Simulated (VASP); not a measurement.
# Cu (I4/mmm) in VASP: a series of runs

The runs below take Cu through single point, with PBE.

Program: VASP 6.6.1. These are calculated values, not measurements. Logs are shortened: lines on timing, memory, paths and dates and some standing lists are left out, and cuts for length are marked.

**1. The cell of the first run**

The structure is tetragonal, space group I4/mmm (No. 139). Conventional cell: a = 2.605 Å, b = 2.605 Å, c = 3.412 Å, α = 90.00°, β = 90.00°, γ = 90.00°. Cu (site symmetry 4/mmm) has 12 Cu at 2.51 to 2.61 Å within 3.3 Å.

**2. Single point, PBE (uniaxial strain along c: -6.0 %)**

INCAR reads:

```
PREC = Accurate
ENCUT = 520
EDIFF = 1E-7
ISMEAR = 0
SIGMA = 0.1
LREAL = False
LASPH = True
NELM = 80
ALGO = Fast
ISIF = 2
LWAVE = False
LCHARG = False
GGA = PE
NBANDS = 18
```

KPOINTS reads:

```
Automatic mesh
0
Gamma
  20 20 14
```

POSCAR reads:

```
Cu
1.0
    1.8421249264      1.8421249264      0.0000000000
   -1.8421249264      1.8421249264      0.0000000000
    0.0000000000      0.0000000000      3.4120146420
Cu
2
Direct
    0.0000000000      0.0000000000      0.0000000000
    0.5000000000      0.5000000000      0.5000000000
```

Potentials or basis: VASP PAW PBE potentials, release 64 (Cu).

The run is started by

```sh
cat potpaw_PBE.64/Cu/POTCAR > POTCAR
mpirun -np 1 vasp_std > vasp.out
```

OUTCAR:

```text
PREC = Accurate
   ENCUT = 520
   EDIFF = 1E-7
   ISMEAR = 0
   LREAL = False
   LASPH = True
   NELM = 80
   ISIF = 2
   GGA = PE

 ion  position               nearest neighbor table
   1  0.000  0.000  0.000-   2 2.51   2 2.51   2 2.51   2 2.51   2 2.51   2 2.51   2 2.51   2 2.51

   2  0.500  0.500  0.500-   1 2.51   1 2.51   1 2.51   1 2.51   1 2.51   1 2.51   1 2.51   1 2.51

  LATTYP: Found a simple tetragonal cell.
 ALAT       =     2.6051580545
 C/A-ratio  =     1.3097150233

  Lattice vectors:

 A1 = (   1.8421249264,   1.8421249264,   0.0000000000)
 A2 = (  -1.8421249264,   1.8421249264,   0.0000000000)
 A3 = (   0.0000000000,   0.0000000000,   3.4120146420)

Analysis of symmetry for initial positions (statically):
=====================================================================
 Subroutine PRICEL returns following result:

  LATTYP: Found a body centered tetragonal cell.
 ALAT       =     2.6051580545
 C/A-ratio  =     1.3097150233

  Lattice vectors:

 A1 = (   0.0000000000,  -1.8421249264,  -1.7060073210)
 A2 = (   0.0000000000,   1.8421249264,  -1.7060073210)
 A3 = (   1.8421249264,   0.0000000000,   1.7060073210)

   2 primitive cells build up your supercell.

 Routine SETGRP: Setting up the symmetry group for a
 simple tetragonal supercell.

 Subroutine GETGRP returns: Found 16 space group operations
 (whereof 16 operations were pure point group operations)
 out of a pool of 16 trial point group operations.

The static configuration has the point symmetry D_4h.

Analysis of symmetry for dynamics (positions and initial velocities):
=====================================================================
 Subroutine PRICEL returns following result:

  LATTYP: Found a body centered tetragonal cell.
 ALAT       =     2.6051580545
 C/A-ratio  =     1.3097150233

  Lattice vectors:

 A1 = (   0.0000000000,  -1.8421249264,  -1.7060073210)
 A2 = (   0.0000000000,   1.8421249264,  -1.7060073210)
 A3 = (   1.8421249264,   0.0000000000,   1.7060073210)

   2 primitive cells build up your supercell.

 Routine SETGRP: Setting up the symmetry group for a
 simple tetragonal supercell.

 Subroutine GETGRP returns: Found 16 space group operations
 (whereof 16 operations were pure point group operations)
 out of a pool of 16 trial point group operations.

The dynamic configuration has the point symmetry D_4h.

 Subroutine INISYM returns: Found 16 space group operations
 (whereof 16 operations are pure point group operations),
 and found     2 'primitive' translations

----------------------------------------------------------------------------------------

                                     Primitive cell

  volume of cell :      11.5784

  direct lattice vectors                    reciprocal lattice vectors
     0.000000000 -1.842124926 -1.706007321     0.271425674 -0.271425674 -0.293081978
     0.000000000  1.842124926 -1.706007321     0.271425674  0.271425674 -0.293081978
     1.842124926  0.000000000  1.706007321     0.542851348  0.000000000  0.000000000

  length of vectors
     2.510753915  2.510753915  2.510753915     0.482950141  0.482950141  0.542851348

  position of ions in fractional coordinates (direct lattice)
     0.000000000  0.000000000  0.000000000

  ion indices of the primitive-cell ions
   primitive index   ion index
                 1           1

----------------------------------------------------------------------------------------

 KPOINTS: Automatic mesh

Automatic generation of k-mesh.
 Grid dimensions read from file:
 generate k-points for:   20   20   14

 Generating k-lattice:

  Cartesian coordinates                     Fractional coordinates (reciprocal lattice)
     0.013571284  0.013571284  0.000000000     0.050000000  0.000000000  0.000000000
    -0.013571284  0.013571284  0.000000000     0.000000000  0.050000000  0.000000000
     0.000000000  0.000000000  0.020934427     0.000000000  0.000000000  0.071428571

  Length of vectors
     0.019192693  0.019192693  0.020934427

  Shift w.r.t. Gamma in fractional coordinates (k-lattice)
     0.000000000  0.000000000  0.000000000

 Subroutine IBZKPT returns following result:
 ===========================================

 Found    528 irreducible k-points:

 Following reciprocal coordinates:
            Coordinates               Weight
  0.000000  0.000000  0.000000      1.000000
  0.050000  0.000000  0.000000      4.000000
  0.100000  0.000000  0.000000      4.000000
  0.150000  0.000000  0.000000      4.000000
  0.200000  0.000000  0.000000      4.000000
  0.250000  0.000000  0.000000      4.000000
[... 16 lines left out ...]
  0.150000  0.100000  0.000000      8.000000
  0.200000  0.100000  0.000000      8.000000
 [... further k-points ...]
   k-points           NKPTS =    528   k-points in BZ     NKDIM =    528   number of bands    NBANDS=     18
   number of dos      NEDOS =    301   number of ions     NIONS =      2
   total plane-waves  NPLWV =  11200
   dimension x,y,z NGX =    20 NGY =   20 NGZ =   28
   dimension x,y,z NGXF=    40 NGYF=   40 NGZF=   56
   ions per type =               2
   NGX,Y,Z   is equivalent  to a cutoff of  12.76, 12.76, 13.64 a.u.
   NGXF,Y,Z  is equivalent  to a cutoff of  25.53, 25.53, 27.29 a.u.
 SYSTEM =  unknown system
   PREC   = accura    normal or accurate (medium, high low for compatibility)
   ISTART =      0    job   : 0-new  1-cont  2-samecut
   ICHARG =      2    charge: 1-file 2-atom 10-const
   ISPIN  =      1    spin polarized calculation?
   LNONCOLLINEAR =      F non collinear calculations
   LSORBIT =      F    spin-orbit coupling
   LASPH  =      T    aspherical Exc in radial PAW
   ENCUT  =  520.0 eV  38.22 Ry    6.18 a.u.   4.84  4.84  6.34*2*pi/ulx,y,z
   NELM   =     80;   NELMIN=  2; NELMDL= -5     # of ELM steps
   EDIFF  = 0.1E-06   stopping-criterion for ELM
   LREAL  =      F    real-space projection
   EDIFFG = 0.1E-05   stopping-criterion for IOM
   NSW    =      0    number of steps for IOM
   IBRION =     -1    ionic relax: 0-MD 1-quasi-New 2-CG
   NFREE  =      0    steps in history (QN), initial steepest desc. (CG)
   ISIF   =      2    stress and relaxation
   ISYM   =      2    0-nonsym 1-usesym 2-fastsym
   POTIM  = 0.5000    time-step for ionic-motion
   TEBEG  =    0.0;   TEEND  =   0.0 temperature during run
   PSTRESS=    0.0 pullay stress
   NELECT =      22.0000    total number of electrons
   NUPDOWN=      -1.0000    fix difference up-down
   EMIN   =  10.00;   EMAX   =-10.00  energy-range for DOS
   EFERMI =   0.00;   METHOD = LEGACY
   ISMEAR =     0;   SIGMA  =   0.10  broadening in eV -4-tet -1-fermi 0-gaus
   EFERMI_NEDOS =   21; number of points for ismear=-14 and -15
   IALGO  =     68    algorithm
   IMIX   =      4    mixing-type and parameters
     AMIX     =   0.40;   BMIX     =  1.00
     AMIX_MAG =   1.60;   BMIX_MAG =  1.00
  volume/ion in A,a.u.               =      11.58        78.13
  Fermi-wavevector in a.u.,A,eV,Ry     =   1.609371  3.041269 35.240089  2.590074
  Thomas-Fermi vector in A             =   2.705091
   LORBIT       =      0    0 simple, 1 ext, 2 COOP (PROOUT), +10 PAW based schemes
   GGA     = PE    functional components
   LHFCALC =     F    Hartree Fock is set to
   AEXX    =    0.0000 exact exchange contribution
   IVDW    =     0    specifies the selected vdW correction
   LEPSILON=     F    determine dielectric tensor
   LRPA    =     F    only Hartree local field effects (RPA)
 non-spin polarized calculation
 RMM-DIIS sequential band-by-band and
 Gauss-broadening in eV      SIGMA  =   0.10
  energy-cutoff  :      520.00
  volume of cell :       23.16
 maximum number of plane-waves:       644
 NGX is ok and might be reduce to    20
   NGX =  9   NGY =  9   NGZ = 13

 number of electron      22.0000013 magnetization

 Free energy of the ion-electron system (eV)
  ---------------------------------------------------
  ext. energy  EPLUGINS =         0.00000000
  ---------------------------------------------------
  free energy    TOTEN  =        -7.43037094 eV

  energy without entropy =       -7.42722179  energy(sigma->0) =       -7.42879637

 E-fermi :   7.8686     XC(G=0): -12.8414

 val. band max:        7.8578608725   @ k =   0.4000   0.2500   0.3571
 cond. band min:       7.8732416878   @ k =   0.4000   0.2000   0.4286
 fundamental gap:      0.0153808153
 Fermi energy:         7.8685835782

 k-point     1 :       0.0000    0.0000    0.0000
  band No.  band energies     occupation
      1      -1.6685      2.00000
      2       2.8949      2.00000
      3       3.2700      2.00000
      4       4.6382      2.00000
      5       4.6382      2.00000
      6       4.9909      2.00000
[... 10 lines left out ...]
     17      27.2843      0.00000
     18      30.7039      0.00000

 k-point     2 :       0.0500    0.0000    0.0000
  band No.  band energies     occupation
      1      -1.6099      2.00000
      2       2.9207      2.00000
      3       3.2864      2.00000
      4       4.6275      2.00000
      5       4.6494      2.00000
      6       5.0022      2.00000
[... 10 lines left out ...]
     17      27.6821      0.00000
     18      30.4840      0.00000

 k-point     3 :       0.1000    0.0000    0.0000
  band No.  band energies     occupation
      1      -1.4348      2.00000
      2       2.9959      2.00000
      3       3.3342      2.00000
      4       4.5971      2.00000
      5       4.6829      2.00000
      6       5.0329      2.00000
[... 10 lines left out ...]
     17      28.9403      0.00000
     18      29.6527      0.00000

 k-point     4 :       0.1500    0.0000    0.0000
  band No.  band energies     occupation
      1      -1.1464      2.00000
      2       3.1147      2.00000
      3       3.4083      2.00000
      4       4.5506      2.00000
      5       4.7376      2.00000
      6       5.0721      2.00000
[... 375 lines left out ...]
      4       4.5081      2.00000
      5       4.7760      2.00000
      6       5.0824      2.00000
[... 10 lines left out ...]
     17      29.6104      0.00000
     18      29.7518      0.00000

 k-point    23 :       0.1500    0.1000    0.0000
  band No.  band energies     occupation
      1      -0.9182      2.00000
      2       3.1957      2.00000
      3       3.4842      2.00000
      4       4.4424      2.00000
      5       4.8503      2.00000
      6       5.1282      2.00000
[... 10 lines left out ...]
     17      28.5541      0.00000
     18      29.1471      0.00000

 k-point    24 :       0.2000    0.1000    0.0000
  band No.  band energies     occupation
      1      -0.5266      2.00000
      2       3.3327      2.00000
      3       3.5830      2.00000
      4       4.3730      2.00000
      5       4.9377      2.00000
      6       5.1254      2.00000
[... 10 lines left out ...]
     17      27.6113      0.00000
     18      28.5023      0.00000

 [... further k-points ...]
[... 5 lines left out ...]
  --------------------------------------------------------------------------------------
  -------------------------------------------------------------------------------------
  Total        0.6495019      0.6495019      1.1092602      0.0000000      0.0000000     -0.0000000
  in kB       44.9378146     44.9378146     76.7476292      0.0000000      0.0000000     -0.0000000
  external PRESSURE =      55.5410861 kB  Pullay stress =       0.0000000 kB

 VOLUME and BASIS-vectors are now :
 -----------------------------------------------------------------------------
  energy-cutoff  :      520.00
  volume of cell :       23.16
      direct lattice vectors                 reciprocal lattice vectors
     1.842124926  1.842124926  0.000000000     0.271425674  0.271425674  0.000000000
    -1.842124926  1.842124926  0.000000000    -0.271425674  0.271425674  0.000000000
     0.000000000  0.000000000  3.412014642     0.000000000  0.000000000  0.293081978

 POSITION                                       TOTAL-FORCE (eV/Angst)
 -----------------------------------------------------------------------------------
      0.00000      0.00000      0.00000        -0.000000      0.000000     -0.000000
      0.00000      1.84212      1.70601         0.000000     -0.000000      0.000000
 -----------------------------------------------------------------------------------
    total drift:                               -0.000000      0.000000      0.000000

  FREE ENERGIE OF THE ION-ELECTRON SYSTEM (eV)
  ---------------------------------------------------
  free  energy   TOTEN  =        -7.4303709434 eV

  energy  without entropy=       -7.4272217884  energy(sigma->0) =       -7.42879637
```

It took 2.9 min on 1 thread of Intel Xeon 6975P-C, shared host; peak memory 0.28 GiB.

What came out:

- Free energy: -7.4304 eV
- Pressure: 5.6 GPa
- Band gap on the k mesh: zero (band 11 reaches 14.09 eV, above the bottom of band 12 at 5.77 eV)

Stress tensor (GPa, compression positive):
```
4.49 0.00 0.00
0.00 4.49 0.00
0.00 0.00 7.67
```

Levels at points of the mesh, in eV from the Fermi level:
```csv
k point,band 7,band 8,band 9,band 10,band 11,band 12,band 13,band 14,band 15,band 16
"(0.00, 0.00, 0.00)",-2.47,-2.12,-1.71,-1.53,-1.53,2.64,8.62,12.01,12.01,16.75
"(0.50, 0.00, 0.00)",-2.67,-2.67,-2.34,-2.34,-0.57,-0.57,10.59,10.59,12.13,12.13
"(0.50, 0.50, 0.00)",-1.67,-1.67,-1.45,-1.45,0.91,0.91,6.55,6.55,13.85,13.85
"(0.00, 0.00, 0.50)",-2.54,-2.54,-2.50,-2.50,-2.10,-2.10,16.55,16.55,16.55,16.55
"(0.50, 0.00, 0.50)",-1.78,-1.78,-1.61,-1.61,-1.08,-1.08,3.85,3.85,20.47,20.47
"(0.50, 0.50, 0.50)",-2.28,-2.28,-1.67,-1.67,6.22,6.22,6.22,6.22,7.93,7.93
```

Caveat: the cell differs from its parent crystal (uniaxial strain along c: -6.0 %).

**3. Single point, PBE (uniaxial strain along c: -4.0 %)**

INCAR reads:

```
SYSTEM = Cu
PREC = Accurate
ENCUT = 520
EDIFF = 1E-7
ISMEAR = 0
SIGMA = 0.1
LREAL = .False.
LASPH = .True.
NELM = 80
ALGO = Fast
ISIF = 2
LWAVE = .False.
LCHARG = .False.
GGA = PE
NBANDS = 18
```

KPOINTS reads:

```
Automatic mesh
0
Gamma
  20 20 14
  0 0 0
```

POSCAR reads:

```
Cu
1.0
    1.8330504193      1.8330504193      0.0000000000
   -1.8330504193      1.8330504193      0.0000000000
    0.0000000000      0.0000000000      3.4846106982
Cu
2
Direct
    0.0000000000      0.0000000000      0.0000000000
    0.5000000000      0.5000000000      0.5000000000
```

Potentials or basis: VASP PAW PBE potentials, release 64 (Cu).

The run is started by

```sh
cat potpaw_PBE.64/Cu/POTCAR > POTCAR
mpirun -np 1 vasp_std > vasp.out
```

It took 2.8 min on 1 thread of Intel Xeon 6975P-C, shared host; peak memory 0.28 GiB.

Results (log left out):

```yaml
Free_energy: -7.4451 eV
Pressure: 4.2 GPa
Band_gap_on_the_k_mesh: zero (band 11 reaches 13.91 eV, above the bottom of band 12 at 5.68 eV)
```

Stress tensor (GPa, compression positive):
```
3.45 0.00 0.00
0.00 3.45 0.00
0.00 0.00 5.83
```

Levels at points of the mesh, in eV from the Fermi level:
| k point | band 9 | band 10 | band 11 | band 12 | band 13 | band 14 |
| --- | --- | --- | --- | --- | --- | --- |
| (0.00, 0.00, 0.00) | -1.69 | -1.51 | -1.51 | 2.23 | 8.07 | 12.33 |
| (0.50, 0.00, 0.00) | -2.29 | -2.29 | -0.48 | -0.48 | 10.25 | 10.25 |
| (0.50, 0.50, 0.00) | -1.46 | -1.46 | 1.12 | 1.12 | 6.71 | 6.71 |
| (0.00, 0.00, 0.50) | -2.47 | -2.47 | -2.03 | -2.03 | 16.68 | 16.68 |
| (0.50, 0.00, 0.50) | -1.62 | -1.62 | -1.04 | -1.04 | 3.79 | 3.79 |
| (0.50, 0.50, 0.50) | -1.61 | -1.61 | 6.19 | 6.19 | 6.19 | 6.19 |

Caveat: the cell differs from its parent crystal (uniaxial strain along c: -4.0 %).

**4. Single point, PBE (uniaxial strain along c: -4.0 %, then relaxed in part)**

INCAR reads:

```
SYSTEM = Cu
ALGO = Fast ; EDIFF = 1E-6
ENCUT = 520 ; GGA = PE
ISIF = 2 ; ISMEAR = 0
LASPH = .TRUE. ; LCHARG = .TRUE.
LELF = .TRUE. ; LREAL = .FALSE.
LVHAR = .TRUE. ; LWAVE = .FALSE.
NBANDS = 18 ; NELM = 60
PREC = Accurate ; SIGMA = 0.1
```

KPOINTS reads:

```
k-points
0
G
  20 20 14
  0 0 0
```

POSCAR reads:

```
Cu
1.0
    1.8471443270      1.8471443270      0.0000000000
   -1.8471443270      1.8471443270      0.0000000000
    0.0000000000      0.0000000000      3.4846106982
Cu
2
Direct
    0.0000000000      0.0000000000      0.0000000000
    0.5000000000      0.5000000000      0.5000000000
```

The run is started by

```sh
cat potpaw_PBE.64/Cu/POTCAR > POTCAR
mpirun -np 1 vasp_std > vasp.out
```

It took 2.5 min on 1 thread of Intel Xeon 6975P-C, shared host; peak memory 0.29 GiB.

The run converged. Its results:

```
Free energy            : -7.4491 eV
Pressure               : 1.9 GPa
Band gap on the k mesh : zero (band 11 reaches 13.66 eV, above the bottom of band 12 at 5.50 eV)
```

Stress tensor (GPa, compression positive):
```
1.07 0.00 0.00
0.00 1.07 0.00
0.00 0.00 3.60
```

Levels at points of the mesh, in eV from the Fermi level:
```tsv
k point	band 8	band 9	band 10	band 11	band 12	band 13	band 14	band 15
(0.00, 0.00, 0.00)	-2.09	-1.68	-1.50	-1.50	2.35	8.09	12.11	12.11
(0.50, 0.00, 0.00)	-2.58	-2.27	-2.27	-0.51	-0.51	10.22	10.22	11.65
(0.50, 0.50, 0.00)	-1.61	-1.44	-1.44	1.08	1.08	6.54	6.54	13.47
(0.00, 0.00, 0.50)	-2.45	-2.45	-2.45	-2.02	-2.02	16.44	16.44	16.44
(0.50, 0.00, 0.50)	-1.72	-1.60	-1.60	-0.99	-0.99	3.72	3.72	20.47
(0.50, 0.50, 0.50)	-2.23	-1.61	-1.61	6.13	6.13	6.13	6.13	7.92
```

Caveat: the cell differs from its parent crystal (uniaxial strain along c: -4.0 %, then relaxed in part).

**5. Single point, PBE (uniaxial strain along c: -6.0 %, then relaxed in part)**

INCAR reads:

```
SYSTEM = Cu
  PREC = Accurate
  ENCUT = 520
  EDIFF = 1E-6
  ISMEAR = 0
  SIGMA = 0.1
  LREAL = .False.
  LASPH = .True.
  NELM = 60
  ALGO = Fast
  ISIF = 2
  LWAVE = .False.
  LCHARG = .True.
  GGA = PE
  LELF = .True.
  LVHAR = .True.
  NBANDS = 18
```

KPOINTS reads:

```
regular mesh
0
Gamma
  20 20 14
  0 0 0
```

POSCAR reads:

```
Cu
1.0
    1.8655152427      1.8655152427      0.0000000000
   -1.8655152427      1.8655152427      0.0000000000
    0.0000000000      0.0000000000      3.4120146420
Cu
2
Direct
    0.0000000000      0.0000000000      0.0000000000
    0.5000000000      0.5000000000      0.5000000000
```

The run is started by

```sh
cat potpaw_PBE.64/Cu/POTCAR > POTCAR
mpirun -np 1 vasp_std > vasp.out
```

It took 2.5 min on 1 thread of Intel Xeon 6975P-C, shared host; peak memory 0.29 GiB.

It converged, with:

| Property | Result |
| --- | --- |
| Free energy | -7.4398 eV |
| Pressure | 2.2 GPa |
| Band gap on the k mesh | zero (band 11 reaches 13.68 eV, above the bottom of band 12 at 5.48 eV) |

Stress tensor (GPa, compression positive):
```
1.09 0.00 0.00
0.00 1.09 0.00
0.00 0.00 4.42
```

Levels at points of the mesh, in eV from the Fermi level:
| k point | band 7 | band 8 | band 9 | band 10 | band 11 | band 12 | band 13 | band 14 | band 15 | band 16 |
| --- | --- | --- | --- | --- | --- | --- | --- | --- | --- | --- |
| (0.00, 0.00, 0.00) | -2.45 | -2.06 | -1.69 | -1.51 | -1.51 | 2.84 | 8.67 | 11.64 | 11.64 | 16.35 |
| (0.50, 0.00, 0.00) | -2.62 | -2.62 | -2.30 | -2.30 | -0.62 | -0.62 | 10.56 | 10.56 | 12.11 | 12.11 |
| (0.50, 0.50, 0.00) | -1.67 | -1.67 | -1.42 | -1.42 | 0.86 | 0.86 | 6.28 | 6.28 | 13.75 | 13.75 |
| (0.00, 0.00, 0.50) | -2.50 | -2.50 | -2.41 | -2.41 | -2.08 | -2.08 | 16.17 | 16.17 | 16.17 | 16.17 |
| (0.50, 0.00, 0.50) | -1.77 | -1.77 | -1.58 | -1.58 | -0.99 | -0.99 | 3.73 | 3.73 | 20.10 | 20.10 |
| (0.50, 0.50, 0.50) | -2.23 | -2.23 | -1.67 | -1.67 | 6.13 | 6.13 | 6.13 | 6.13 | 7.74 | 7.74 |

Caveat: the cell differs from its parent crystal (uniaxial strain along c: -6.0 %, then relaxed in part).

**6. Overview**

| cell | further INCAR settings | gap on the mesh (eV) | pressure (GPa) |
| --- | --- | --- | --- |
| a = 2.605, b = 2.605, c = 3.412 Å, 2 atoms | ALGO = Fast; EDIFF = 1e-07; NBANDS = 18 | none | 5.6 |
| a = 2.592, b = 2.592, c = 3.485 Å, 2 atoms | ALGO = Fast; EDIFF = 1e-07; NBANDS = 18 | none | 4.2 |
| a = 2.612, b = 2.612, c = 3.485 Å, 2 atoms | ALGO = Fast; EDIFF = 1e-06; NBANDS = 18 | none | 1.9 |
| a = 2.638, b = 2.638, c = 3.412 Å, 2 atoms | ALGO = Fast; EDIFF = 1e-06; NBANDS = 18 | none | 2.2 |

Alike in all rows: task single point; level PBE; potentials or basis VASP PAW PBE potentials, release 64 (Cu); no spin polarisation; k mesh 20 × 20 × 14; cutoff (eV) 520; smearing gaussian 0.1 eV.

Total energies depend on the potentials used, so only differences within one code and one set of settings carry meaning.
